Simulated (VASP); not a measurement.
# Al3BP4 (Pmm2) in VASP: a series of runs, part 2 of 2

VASP 6.6.1.

## 4. Single point, PBE

This run uses another cell than the first one, of 18.37 Å³/atom.

File INCAR:

```
PREC = Accurate
ENCUT = 520
EDIFF = 1E-6
ISMEAR = 0
SIGMA = 0.02
LREAL = False
LASPH = True
NELM = 60
ALGO = Normal
ISIF = 2
LWAVE = False
LCHARG = False
GGA = PE
NBANDS = 26
```

File KPOINTS:

```
regular mesh
0
Gamma
  8 4 6
```

File POSCAR:

```
Al3BP4
1.0
    3.6877974158      0.0000000000      0.0000000000
    0.0000000000      7.4722063887      0.0000000000
    0.0000000000      0.0000000000      5.3319171722
Al B P
3 1 4
Direct
    0.0000000000      0.7305948705      0.0018259748
    0.0000000000      0.2694051295      0.0018259748
    0.5000000000      0.0000000000      0.4979737416
    0.5000000000      0.5000000000      0.5103131411
    0.5000000000      0.7202307145      0.7273417047
    0.0000000000      0.5000000000      0.3063726552
    0.5000000000      0.2797692855      0.7273417047
    0.0000000000      0.0000000000      0.2270051030
```

Potentials or basis: VASP PAW PBE potentials, release 64 (Al, B, P).

On the command line:

```
> cat potpaw_PBE.64/Al/POTCAR potpaw_PBE.64/B/POTCAR potpaw_PBE.64/P/POTCAR > POTCAR
> mpirun -np 1 vasp_std > vasp.out
```

OUTCAR:

```text
PREC = Accurate
   ENCUT = 520
   EDIFF = 1E-6
   ISMEAR = 0
   LREAL = False
   LASPH = True
   NELM = 60
   ISIF = 2
   GGA = PE

 ion  position               nearest neighbor table
   1  0.000  0.731  0.002-   8 2.34   5 2.36   5 2.36   6 2.37
   2  0.000  0.269  0.002-   8 2.34   7 2.36   7 2.36   6 2.37
   3  0.500  0.000  0.498-   8 2.34   8 2.34   5 2.42   7 2.42
   4  0.500  0.500  0.510-   5 2.01   7 2.01   6 2.14   6 2.14
   5  0.500  0.720  0.727-   4 2.01   1 2.36   1 2.36   3 2.42
   6  0.000  0.500  0.306-   4 2.14   4 2.14   1 2.37   2 2.37
   7  0.500  0.280  0.727-   4 2.01   2 2.36   2 2.36   3 2.42
   8  0.000  0.000  0.227-   3 2.34   3 2.34   1 2.34   2 2.34

  LATTYP: Found a simple orthorhombic cell.
 ALAT       =     3.6877974158
 B/A-ratio  =     1.4458270265
 C/A-ratio  =     2.0261976313

  Lattice vectors:

 A1 = (  -3.6877974158,   0.0000000000,   0.0000000000)
 A2 = (   0.0000000000,   0.0000000000,   5.3319171722)
 A3 = (   0.0000000000,   7.4722063887,   0.0000000000)

Analysis of symmetry for initial positions (statically):
[... 191 lines left out ...]
 Fermi energy:         5.4309868730

 k-point     1 :       0.0000    0.0000    0.0000
  band No.  band energies     occupation
      1      -7.3928      2.00000
      2      -5.4386      2.00000
      3      -5.2999      2.00000
      4      -4.4061      2.00000
      5      -1.2705      2.00000
      6      -0.0472      2.00000
[... 685 lines left out ...]
     25      10.7824      0.00000
     26      11.0441      0.00000

 [... further k-points ...]

------------------------ aborting loop because EDIFF is reached ----------------------------------------

  FORCE on cell =-STRESS in cart. coord.  units (eV):
  Direction    XX          YY          ZZ          XY          YZ          ZX
  --------------------------------------------------------------------------------------
  -------------------------------------------------------------------------------------
  Total       -0.0857429     -0.0963469     -0.0964344      0.0000000      0.0000000      0.0000000
  in kB       -0.9349953     -1.0506276     -1.0515821      0.0000000      0.0000000      0.0000000
  external PRESSURE =      -1.0124017 kB  Pullay stress =       0.0000000 kB

 VOLUME and BASIS-vectors are now :
 -----------------------------------------------------------------------------
  energy-cutoff  :      520.00
  volume of cell :      146.93
      direct lattice vectors                 reciprocal lattice vectors
     3.687797416  0.000000000  0.000000000     0.271164570  0.000000000  0.000000000
     0.000000000  7.472206389  0.000000000     0.000000000  0.133829280  0.000000000
     0.000000000  0.000000000  5.331917172     0.000000000  0.000000000  0.187549800

 POSITION                                       TOTAL-FORCE (eV/Angst)
 -----------------------------------------------------------------------------------
      0.00000      5.45916      0.00974         0.000000     -0.000909     -0.002491
      0.00000      2.01305      0.00974         0.000000      0.000909     -0.002491
      1.84390      0.00000      2.65515         0.000000     -0.000000     -0.009198
      1.84390      3.73610      2.72095         0.000000     -0.000000      0.005329
      1.84390      5.38171      3.87813        -0.000000     -0.001407      0.002530
      0.00000      3.73610      1.63355         0.000000     -0.000000     -0.001795
      1.84390      2.09049      3.87813        -0.000000      0.001407      0.002530
      0.00000      0.00000      1.21037         0.000000     -0.000000      0.005586
 -----------------------------------------------------------------------------------
    total drift:                               -0.000000     -0.000000     -0.000544

  FREE ENERGIE OF THE ION-ELECTRON SYSTEM (eV)
  ---------------------------------------------------
  free  energy   TOTEN  =       -42.8858167841 eV

  energy  without entropy=      -42.8858167841  energy(sigma->0) =      -42.88581678
```

stdout:

```text
POSCAR found type information on POSCAR AlB P
 POSCAR found :  3 types and       8 ions
 scaLAPACK will be used
 LDA part: xc-table for (Slater+PW92), standard interpolation
 POSCAR, INCAR and KPOINTS ok, starting setup
 FFT: planning ... GRIDC
 FFT: planning ... GRID_SOFT
 FFT: planning ... GRID
 WAVECAR not read
 entering main loop
```

Run time: 2.3 min. Hardware: 1 thread of AMD EPYC 9R14 (Zen 4), shared host; peak memory 0.33 GiB.

What came out:

- Free energy: -42.8858 eV
- Pressure: -0.1 GPa
- Largest force: 0.009 eV/Å
- Band gap on the k mesh: 0.99 eV

Forces on the atoms (eV/Å):
```
Al   0.000 -0.001 -0.002
Al   0.000  0.001 -0.002
Al   0.000  0.000 -0.009
B    0.000  0.000  0.005
P    0.000 -0.001  0.003
P    0.000  0.000 -0.002
P    0.000  0.001  0.003
P    0.000  0.000  0.006
```

## 5. Relaxation of cell and atoms, PBE

File INCAR:

```
PREC     = Accurate       # precision mode
ENCUT    = 600            # plane-wave cutoff, eV
EDIFF    = 1E-7           # SCF threshold, eV
ISMEAR   = 0              # smearing method
SIGMA    = 0.1            # smearing width, eV
LREAL    = False          # projectors in reciprocal space
LASPH    = True           # aspherical terms in the spheres
NELM     = 100            # most SCF steps
ALGO     = Normal         # electronic algorithm
ISIF     = 3              # what is computed and relaxed
LWAVE    = False          # write WAVECAR
LCHARG   = False          # write CHGCAR
GGA      = PE             # functional
IBRION   = 2              # ionic algorithm
NSW      = 90             # ionic steps
EDIFFG   = -0.04          # ionic threshold
```

File KPOINTS:

```
Automatic mesh
0
Gamma
  6 4 4
```

File POSCAR:

```
Al3BP4
1.0
    3.6248083400      0.0000000000      0.0000000000
    0.0000000000      7.2496166700      0.0000000000
    0.0000000000      0.0000000000      5.1262531100
Al B P
3 1 4
Direct
    0.0000000000      0.7500000000      0.0000000000
    0.0000000000      0.2500000000      0.0000000000
    0.5000000000      0.0000000000      0.5000000000
    0.5000000000      0.5000000000      0.5000000000
    0.5000000000      0.7500000000      0.7500000000
    0.0000000000      0.5000000000      0.2500000000
    0.5000000000      0.2500000000      0.7500000000
    0.0000000000      0.0000000000      0.2500000000
```

On the command line:

```
> cat potpaw_PBE.64/Al/POTCAR potpaw_PBE.64/B/POTCAR potpaw_PBE.64/P/POTCAR > POTCAR
> mpirun -np 1 vasp_std > vasp.out
```

It took 16 min on 1 thread of AMD EPYC 9R14 (Zen 4), shared host; peak memory 0.31 GiB.

It converged, with:

```
Free energy                           : -42.8784 eV
Relaxed volume                        : 18.37 Å³/atom
Relaxed cell                          : a = 3.687 Å, b = 7.477 Å, c = 5.330 Å, α = 90.00°, β = 90.00°, γ = 90.00°
Space group after relaxing (to 0.1 Å) : Pmm2 (No. 25)
Energy gained by relaxing             : 243.8 meV/atom
Ionic steps                           : 13
Pressure after relaxing               : -0.1 GPa
Largest force after relaxing          : 0.029 eV/Å
Band gap on the k mesh                : 0.99 eV
```

Forces in eV/Å, atoms in the order of the input:
```
Al   0.000 -0.028  0.005
Al   0.000  0.028  0.005
Al   0.000  0.000  0.028
B    0.000  0.000  0.021
P    0.000  0.018 -0.009
P    0.000  0.000 -0.022
P    0.000 -0.018 -0.009
P    0.000  0.000 -0.019
```

Stress tensor (GPa, compression positive):
```
 0.07  0.00  0.00
 0.00 -0.24  0.00
 0.00  0.00 -0.12
```

The path:
```csv
step,energy change (eV),largest force (eV/Å),pressure (GPa),volume (Å³)
1,0.0000,3.9487,14.06,134.71
2,-1.1445,0.7588,-8.39,165.62
3,-1.3990,1.3875,-3.58,155.25
4,-1.7618,0.7165,-1.74,150.44
5,-1.8498,0.7839,0.19,146.86
6,-1.9204,0.4181,0.37,146.29
7,-1.9313,0.3471,0.51,145.97
8,-1.9412,0.2693,-0.44,147.36
9,-1.9415,0.2551,-0.31,147.16
10,-1.9466,0.1322,0.00,146.71
11,-1.9474,0.1630,0.18,146.45
12,-1.9499,0.0628,-0.02,146.81
13,-1.9501,0.0287,-0.10,146.95
```

Final structure:
```
Al B P
1.0
     3.68716    0.00000    0.00000
     0.00000    7.47711    0.00000
     0.00000    0.00000    5.33036
Al B P
3 1 4
Direct
  0.00000 0.73095 0.00181
  0.00000 0.26905 0.00181
  0.50000 0.00000 0.49784
  0.50000 0.50000 0.51004
  0.50000 0.72008 0.72738
  0.00000 0.50000 0.30634
  0.50000 0.27992 0.72738
  0.00000 0.00000 0.22740
```

Levels at points of the mesh, in eV from the valence-band top:
```
           k point  band 14  band 15  band 16  band 17  band 18  band 19
(0.00, 0.00, 0.00)    -0.29    -0.24     0.00     0.99     1.49     3.03
(0.50, 0.00, 0.00)    -2.46    -1.48    -0.98     1.05     1.31     1.80
(0.00, 0.50, 0.00)    -1.20    -0.26    -0.12     1.31     2.52     3.29
(0.50, 0.50, 0.00)    -2.40    -2.40    -2.06     2.35     2.56     2.61
(0.00, 0.00, 0.50)    -0.93    -0.87    -0.67     1.31     2.06     2.91
(0.50, 0.00, 0.50)    -1.29    -1.21    -0.83     1.92     2.64     3.55
(0.00, 0.50, 0.50)    -1.06    -0.91    -0.88     1.90     3.29     3.41
(0.50, 0.50, 0.50)    -2.00    -1.99    -1.97     2.78     3.37     3.55
```

## 6. Summary

| task | cell | k mesh | cutoff (eV) | smearing | gap on the mesh (eV) | pressure (GPa) | largest force (eV/Å) |
| --- | --- | --- | --- | --- | --- | --- | --- |
| single point | a = 3.625, b = 7.250, c = 5.126 Å, 8 atoms, atomic positions A | 6 × 4 × 4 | 520 | gaussian 0.1 eV | 1.29 | 14.1 | 3.95 |
| single point | a = 3.691, b = 7.470, c = 5.325 Å, 8 atoms, atomic positions B | 6 × 4 × 4 | 520 | gaussian 0.1 eV | 0.99 | 0.0 | 0.02 |
| single point | a = 3.688, b = 7.472, c = 5.332 Å, 8 atoms, atomic positions C | 8 × 4 × 6 | 520 | gaussian 0.02 eV | 0.99 | -0.1 | 0.01 |
| relaxation of cell and atoms | relaxed from a = 3.625, b = 7.250, c = 5.126 Å, 8 atoms, atomic positions A | 6 × 4 × 4 | 600 | gaussian 0.1 eV | 0.99 | -0.1 | 0.03 |

Alike in all rows: level PBE; potentials or basis VASP PAW PBE potentials, release 64 (Al, B, P); no spin polarisation.

Caveats: the cell stands under pressure (at least some runs); forces of over 1 eV/Å act on the atoms, so gaps and moduli don't describe the material at rest (at least some runs).

Total energies depend on the potentials used, so only differences within one code and one set of settings carry meaning.
